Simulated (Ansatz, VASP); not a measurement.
Two plane-wave programs on Bi2Se3

File INCAR:

```
ALGO = Normal
EDIFF = 1E-6
EDIFFG = -0.04
ENCUT = 600
GGA = PE
IBRION = 2
ISIF = 3
ISMEAR = 0
LASPH = True
LCHARG = False
LREAL = False
LWAVE = False
NELM = 80
NSW = 90
PREC = Accurate
SIGMA = 0.1
```

File KPOINTS:

```
k-points
0
Gamma
  3 3 6
```

File POSCAR:

```
Bi2Se3
1.0
    7.9198878152      0.0000000000      0.0000000000
   -3.9599439076      6.8588240431      0.0000000000
    0.0000000000      0.0000000000      3.1907963515
Bi Se
2 3
Direct
    0.3333333333      0.6666666667      0.5000000000
    0.6666666667      0.3333333333      0.5000000000
    0.2861750220      0.0000000000      0.5000000000
    0.0000000000      0.2861750220      0.5000000000
    0.7138249780      0.7138249780      0.5000000000
```

Input for Ansatz:

```yaml
crystal:
  lattice:
    - [7.9198878152, 0.0, 0.0]
    - [-3.9599439076, 6.8588240431, 0.0]
    - [0.0, 0.0, 3.1907963515]
  atoms:
    - { symbol: Bi, position: [0.3333333333, 0.6666666667, 0.5] }
    - { symbol: Bi, position: [0.6666666667, 0.3333333333, 0.5] }
    - { symbol: Se, position: [0.286175022, 0.0, 0.5] }
    - { symbol: Se, position: [0.0, 0.286175022, 0.5] }
    - { symbol: Se, position: [0.713824978, 0.713824978, 0.5] }
basis:
  ecutwfc: 420
kpoints:
  mp_grid: { grid: [3, 3, 6] }
hamiltonian:
  xc: pbe
scf:
  occupations: { method: gaussian, width: 0.1 }
  lower_state_search: "off"
output:
  forces: true
  stress: true
  eigenvalues: true
relax:
  adjacent_minimum: "off"
  f_tol: 0.04
  max_steps: 70
  cell: { stress_tol: 0.4 }
```

Alike in both runs: task relaxation of cell and atoms; functional PBE; k mesh 3 × 3 × 6; occupations gaussian, width 0.1 eV; no spin polarisation.

|  | VASP | Ansatz |
| --- | --- | --- |
| version | VASP 6.6.1 | Ansatz 0.2.0 |
| potentials or method | VASP PAW PBE potentials, release 64 (Bi_d, Se), cutoff 600 eV | scalar-relativistic, plane waves, PAW |
| valence electrons in the cell | 48 | 78 |

```tsv
	VASP	Ansatz	Ansatz less VASP
gap on the k mesh at the Fermi level, each at its own relaxed structure (eV)	none	none	-
relaxed volume (Å³/atom)	31.15	31.22	+0.069
relaxed length of the cell vector where the two differ most in proportion (Å)	3.240	3.246	+0.0053
```

A gap of «none» marks a metal or a gap that the smearing closes. VASP's potentials hold 48 valence electrons a cell and Ansatz's 78, so a difference there can come from the potentials and not from the codes.

Spin-orbit coupling is off throughout.
